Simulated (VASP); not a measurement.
# AlCo3 (Pm-3m) in VASP: further runs

The runs below take AlCo3 through single point, with PBEsol.

All numbers are computed with VASP 6.6.1; they aren't measurements. Logs are shortened: lines on timing, memory, paths and dates and some standing lists are left out, and cuts for length are marked.

### Step 1. The cell of the first run

The structure is cubic, space group Pm-3m (No. 221). Conventional cell: a = 3.319 Å, b = 3.319 Å, c = 3.319 Å, α = 90.00°, β = 90.00°, γ = 90.00°. Within 3.1 Å of Al (site symmetry m-3m) lie 12 Co at 2.35 Å. Co (site symmetry 4/mmm) has 4 Al at 2.35 Å and 8 Co at 2.35 Å within 3.1 Å.

### Step 2. Single point, PBEsol

INCAR reads:

```
PREC = Accurate
ENCUT = 520
EDIFF = 1E-6
ISMEAR = 0
SIGMA = 0.1
LREAL = F
LASPH = T
NELM = 80
ALGO = Normal
ISIF = 2
LWAVE = F
LCHARG = F
GGA = PS
NBANDS = 23
```

KPOINTS reads:

```
regular mesh
0
Gamma
  12 12 12
```

POSCAR reads:

```
AlCo3
1.0
    3.3186877435      0.0000000000      0.0000000000
    0.0000000000      3.3186877435      0.0000000000
    0.0000000000      0.0000000000      3.3186877435
Al Co
1 3
Direct
    0.0000000000      0.0000000000      0.0000000000
    0.5000000000      0.5000000000      0.0000000000
    0.5000000000      0.0000000000      0.5000000000
    0.0000000000      0.5000000000      0.5000000000
```

Potentials or basis: VASP PAW PBE potentials, release 64 (Al, Co).

The run is started by

```
cat potpaw_PBE.64/Al/POTCAR potpaw_PBE.64/Co/POTCAR > POTCAR
mpirun -np 1 vasp_std > vasp.out
```

OUTCAR:

```text
PREC = Accurate
   ENCUT = 520
   EDIFF = 1E-6
   ISMEAR = 0
   LREAL = F
   LASPH = T
   NELM = 80
   ISIF = 2
   GGA = PS

 ion  position               nearest neighbor table
   1  0.000  0.000  0.000-   2 2.35   3 2.35   4 2.35   3 2.35   4 2.35   2 2.35   4 2.35   4 2.35
                             2 2.35   3 2.35   3 2.35   2 2.35
   2  0.500  0.500  0.000-   1 2.35   3 2.35   4 2.35   3 2.35   4 2.35   1 2.35   3 2.35   3 2.35
                             1 2.35   4 2.35   4 2.35   1 2.35
   3  0.500  0.000  0.500-   1 2.35   2 2.35   4 2.35   1 2.35   2 2.35   2 2.35   4 2.35   2 2.35
                             1 2.35   4 2.35   1 2.35   4 2.35
   4  0.000  0.500  0.500-   1 2.35   2 2.35   3 2.35   1 2.35   2 2.35   1 2.35   3 2.35   1 2.35
                             2 2.35   3 2.35   2 2.35   3 2.35

  LATTYP: Found a simple cubic cell.
 ALAT       =     3.3186877435

  Lattice vectors:

 A1 = (   3.3186877435,   0.0000000000,   0.0000000000)
 A2 = (   0.0000000000,   3.3186877435,   0.0000000000)
 A3 = (   0.0000000000,   0.0000000000,   3.3186877435)

Analysis of symmetry for initial positions (statically):
=====================================================================
 Subroutine PRICEL returns:
 Original cell was already a primitive cell.

 Routine SETGRP: Setting up the symmetry group for a
 simple cubic supercell.

 Subroutine GETGRP returns: Found 48 space group operations
 (whereof 48 operations were pure point group operations)
 out of a pool of 48 trial point group operations.

The static configuration has the point symmetry O_h .

Analysis of symmetry for dynamics (positions and initial velocities):
=====================================================================
 Subroutine PRICEL returns:
 Original cell was already a primitive cell.

 Routine SETGRP: Setting up the symmetry group for a
 simple cubic supercell.

 Subroutine GETGRP returns: Found 48 space group operations
 (whereof 48 operations were pure point group operations)
 out of a pool of 48 trial point group operations.

The dynamic configuration has the point symmetry O_h .

 Subroutine INISYM returns: Found 48 space group operations
 (whereof 48 operations are pure point group operations),
 and found     1 'primitive' translations

----------------------------------------------------------------------------------------

                                     Primitive cell

  volume of cell :      36.5510

  direct lattice vectors                    reciprocal lattice vectors
     3.318687743  0.000000000  0.000000000     0.301323920  0.000000000  0.000000000
[... 93 lines left out ...]
   NSW    =      0    number of steps for IOM
   IBRION =     -1    ionic relax: 0-MD 1-quasi-New 2-CG
   NFREE  =      0    steps in history (QN), initial steepest desc. (CG)
   ISIF   =      2    stress and relaxation
   ISYM   =      2    0-nonsym 1-usesym 2-fastsym
   POTIM  = 0.5000    time-step for ionic-motion
   TEBEG  =    0.0;   TEEND  =   0.0 temperature during run
   PSTRESS=    0.0 pullay stress
   NELECT =      30.0000    total number of electrons
   NUPDOWN=      -1.0000    fix difference up-down
   EMIN   =  10.00;   EMAX   =-10.00  energy-range for DOS
   EFERMI =   0.00;   METHOD = LEGACY
   ISMEAR =     0;   SIGMA  =   0.10  broadening in eV -4-tet -1-fermi 0-gaus
   EFERMI_NEDOS =   21; number of points for ismear=-14 and -15
   IALGO  =     38    algorithm
   IMIX   =      4    mixing-type and parameters
     AMIX     =   0.40;   BMIX     =  1.00
     AMIX_MAG =   1.60;   BMIX_MAG =  1.00
  volume/ion in A,a.u.               =       9.14        61.66
  Fermi-wavevector in a.u.,A,eV,Ry     =   1.532788  2.896550 31.966074  2.349440
  Thomas-Fermi vector in A             =   2.639946
   LORBIT       =      0    0 simple, 1 ext, 2 COOP (PROOUT), +10 PAW based schemes
   GGA     = PS    functional components
   LHFCALC =     F    Hartree Fock is set to
   AEXX    =    0.0000 exact exchange contribution
   IVDW    =     0    specifies the selected vdW correction
   LEPSILON=     F    determine dielectric tensor
   LRPA    =     F    only Hartree local field effects (RPA)
 non-spin polarized calculation
 Gauss-broadening in eV      SIGMA  =   0.10
  energy-cutoff  :      520.00
  volume of cell :       36.55
 maximum number of plane-waves:      1021
 NGX is ok and might be reduce to    28
   NGX = 13   NGY = 13   NGZ = 13

 number of electron      29.9999981 magnetization

 Free energy of the ion-electron system (eV)
  ---------------------------------------------------
  ext. energy  EPLUGINS =         0.00000000
  ---------------------------------------------------
  free energy    TOTEN  =       -27.14875888 eV

  energy without entropy =      -27.11923534  energy(sigma->0) =      -27.13399711

 E-fermi :  13.0341     XC(G=0): -14.1141

 val. band max:       13.0335758348   @ k =   0.4167   0.3333   0.0000
 cond. band min:      13.0407261129   @ k =   0.2500   0.1667   0.0833
 fundamental gap:      0.0071502781
 Fermi energy:        13.0341113880

 k-point     1 :       0.0000    0.0000    0.0000
  band No.  band energies     occupation
      1       1.8416      2.00000
      2       7.3548      2.00000
      3       8.4393      2.00000
      4       8.4393      2.00000
      5       8.9553      2.00000
      6       8.9553      2.00000
[... 613 lines left out ...]
     22      22.9127      0.00000
     23      25.1244      0.00000

 [... further k-points ...]

------------------------ aborting loop because EDIFF is reached ----------------------------------------

  FORCE on cell =-STRESS in cart. coord.  units (eV):
  Direction    XX          YY          ZZ          XY          YZ          ZX
  --------------------------------------------------------------------------------------
  -------------------------------------------------------------------------------------
  Total       11.1366528     11.1366528     11.1366528      0.0000000      0.0000000      0.0000000
  in kB      488.1643827    488.1643827    488.1643827      0.0000000      0.0000000      0.0000000
  external PRESSURE =     488.1643827 kB  Pullay stress =       0.0000000 kB

 VOLUME and BASIS-vectors are now :
 -----------------------------------------------------------------------------
  energy-cutoff  :      520.00
  volume of cell :       36.55
      direct lattice vectors                 reciprocal lattice vectors
     3.318687743  0.000000000  0.000000000     0.301323920  0.000000000  0.000000000
     0.000000000  3.318687743  0.000000000     0.000000000  0.301323920  0.000000000
     0.000000000  0.000000000  3.318687743     0.000000000  0.000000000  0.301323920

 POSITION                                       TOTAL-FORCE (eV/Angst)
 -----------------------------------------------------------------------------------
      0.00000      0.00000      0.00000         0.000000      0.000000      0.000000
      1.65934      1.65934      0.00000         0.000000      0.000000      0.000000
      1.65934      0.00000      1.65934         0.000000      0.000000      0.000000
      0.00000      1.65934      1.65934         0.000000      0.000000      0.000000
 -----------------------------------------------------------------------------------
    total drift:                                0.000000      0.000000      0.000000

  FREE ENERGIE OF THE ION-ELECTRON SYSTEM (eV)
  ---------------------------------------------------
  free  energy   TOTEN  =       -27.1487588834 eV

  energy  without entropy=      -27.1192353354  energy(sigma->0) =      -27.13399711
```

stdout:

```text
POSCAR found type information on POSCAR AlCo
 POSCAR found :  2 types and       4 ions
 scaLAPACK will be used
 -----------------------------------------------------------------------------
|                                                                             |
|                                                                             |
|     You enforced a specific xc type in the INCAR file but a different       |
|     I HOPE YOU KNOW WHAT YOU ARE DOING!                                     |
|                                                                             |
 -----------------------------------------------------------------------------

 LDA part: xc-table for (Slater+PW92), standard interpolation
 POSCAR, INCAR and KPOINTS ok, starting setup
 FFT: planning ... GRIDC
 FFT: planning ... GRID_SOFT
 FFT: planning ... GRID
 WAVECAR not read
 entering main loop
```

Run time: 34 s. Hardware: 1 thread of Intel Xeon 6975P-C (Granite Rapids), shared host; peak memory 0.19 GiB.

What came out:

| Item | Value |
| --- | --- |
| Free energy | -27.1488 eV |
| Pressure | 48.8 GPa |
| Band gap on the k mesh | zero (bands 15 and 16 overlap by 1.45 eV) |

Caveat: the cell stands under pressure; the PAW data sets were made with another functional, which shifts forces and pressure a little; the run has no spin polarisation, though such a crystal can be magnetic. Spin polarisation is off, so any magnetic state and its effect on volume and gap are missing.

### Step 3. Single point, PBEsol

This run uses another cell than the first one, of 9.82 Å³/atom.

INCAR reads:

```
ALGO = Normal
EDIFF = 1E-6
ENCUT = 520
GGA = PS
ISIF = 2
ISMEAR = 0
LASPH = True
LCHARG = True
LELF = True
LREAL = False
LVHAR = True
LWAVE = False
NBANDS = 23
NELM = 100
PREC = Accurate
SIGMA = 0.1
```

KPOINTS reads:

```
k-points
0
Gamma
  12 12 12
```

POSCAR reads:

```
AlCo3
1.0
    3.3996630848      0.0000000000      0.0000000000
    0.0000000000      3.3996630848      0.0000000000
    0.0000000000      0.0000000000      3.3996630848
Al Co
1 3
Direct
    0.0000000000      0.0000000000      0.0000000000
    0.5000000000      0.5000000000      0.0000000000
    0.5000000000      0.0000000000      0.5000000000
    0.0000000000      0.5000000000      0.5000000000
```

Potentials or basis: VASP PAW PBE potentials, release 64 (Al, Co).

The run is started by

```
cat potpaw_PBE.64/Al/POTCAR potpaw_PBE.64/Co/POTCAR > POTCAR
mpirun -np 1 vasp_std > vasp.out
```

Run time: 38 s. Hardware: 1 thread of Intel Xeon 6975P-C (Granite Rapids), shared host; peak memory 0.19 GiB.

Results (log left out):

```yaml
Free_energy: -27.7375 eV
Pressure: 21.6 GPa
Band_gap_on_the_k_mesh: zero (bands 15 and 16 overlap by 1.29 eV)
```

Levels at points of the mesh, in eV from the Fermi level:
```
           k point  band 12  band 13  band 14  band 15  band 16  band 17  band 18  band 19
(0.00, 0.00, 0.00)     0.08     0.65     0.93     0.93     0.93     1.18     1.18     1.18
(0.50, 0.00, 0.00)    -0.84    -0.73    -0.73    -0.51     0.18     0.93     6.61     6.61
(0.50, 0.50, 0.00)    -0.97    -0.97    -0.85    -0.38    -0.36    -0.03     2.01     2.01
(0.50, 0.50, 0.50)    -1.00    -1.00    -0.53    -0.53    -0.12     0.67     0.67     0.67
```

Caveat: the cell stands under pressure; the PAW data sets were made with another functional, which shifts forces and pressure a little; the run has no spin polarisation, though such a crystal can be magnetic.
